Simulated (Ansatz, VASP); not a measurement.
**TaN in VASP and in Ansatz**

The input INCAR:

```
PREC     = Accurate       # precision mode
ENCUT    = 520            # plane-wave cutoff, eV
EDIFF    = 1E-8           # SCF threshold, eV
ISMEAR   = -1             # smearing method
SIGMA    = 0.01           # smearing width, eV
LREAL    = F              # projectors in reciprocal space
LASPH    = T              # aspherical terms in the spheres
NELM     = 60             # most SCF steps
ALGO     = Normal         # electronic algorithm
ISIF     = 2              # what is computed and relaxed
LWAVE    = F              # write WAVECAR
LCHARG   = F              # write CHGCAR
GGA      = PS             # functional
LEFG     = T            
NBANDS   = 24             # bands
```

KPOINTS

```
regular mesh
0
Gamma
  9 9 5
```

File POSCAR:

```
TaN
1.0
    3.1077819002      0.0000000000      0.0000000000
   -1.5538909501      2.6914180749      0.0000000000
    0.0000000000      0.0000000000      5.0144558607
Ta N
2 2
Direct
    0.0000000000      0.0000000000      0.0000000000
    0.0000000000      0.0000000000      0.5000000000
    0.3333333333      0.6666666667      0.2500000000
    0.6666666667      0.3333333333      0.7500000000
```

Input for Ansatz:

```yaml
crystal:
  lattice:
    - [3.1077819002, 0.0, 0.0]
    - [-1.5538909501, 2.6914180749, 0.0]
    - [0.0, 0.0, 5.0144558607]
  atoms:
    - { symbol: Ta, position: [0.0, 0.0, 0.0] }
    - { symbol: Ta, position: [0.0, 0.0, 0.5] }
    - { symbol: "N", position: [0.3333333333, 0.6666666667, 0.25] }
    - { symbol: "N", position: [0.6666666667, 0.3333333333, 0.75] }
kpoints:
  mp_grid: { grid: [9, 9, 5] }
scf:
  occupations: { method: fermi_dirac, width: 0.01 }
hamiltonian:
  xc: pbesol
  pseudopotentials: { kind: paw }
output:
  forces: true
  stress: true
  eigenvalues: true
  efg: { contact_densities: true }
```

Change from the starting cell: volume scaled by 1.06, PAW files.

Alike in both runs: task electric field gradients; functional PBEsol; k mesh 9 × 9 × 5; occupations fermi-dirac, width 0.01 eV; no spin polarisation.

|  | VASP | Ansatz |
| --- | --- | --- |
| version | VASP 6.6.1 | Ansatz 0.2.0 |
| potentials or method | VASP PAW PBE potentials, release 64 (Ta_pv, N) | PAW with Ansatz's default frozen-core files, scalar-relativistic |
| plane-wave cutoff (eV) | 520 | 420 |
| valence electrons in the cell | 32 | 36 |

Ansatz gave:

| Item | Value |
| --- | --- |
| pressure (GPa) | 21.6 |
| traceless stress, the component that is largest in VASP (GPa) | 46.39 |
| size of Vzz on the site where it differs most (V/Å²) | 218.6 |

What did VASP give for the same quantities?

Pressure (GPa): 22.7; traceless stress, the component that is largest in VASP (GPa): 46.62; size of Vzz on the site where it differs most (V/Å²): 184.3.

VASP's potentials were made for PBE, not for PBEsol. The functional is the same, so the differences come from potentials, cutoffs and numerics. VASP's potentials hold 32 valence electrons a cell and Ansatz's 36, so a difference there can come from the potentials and not from the codes.

Neither program's run includes spin-orbit coupling.
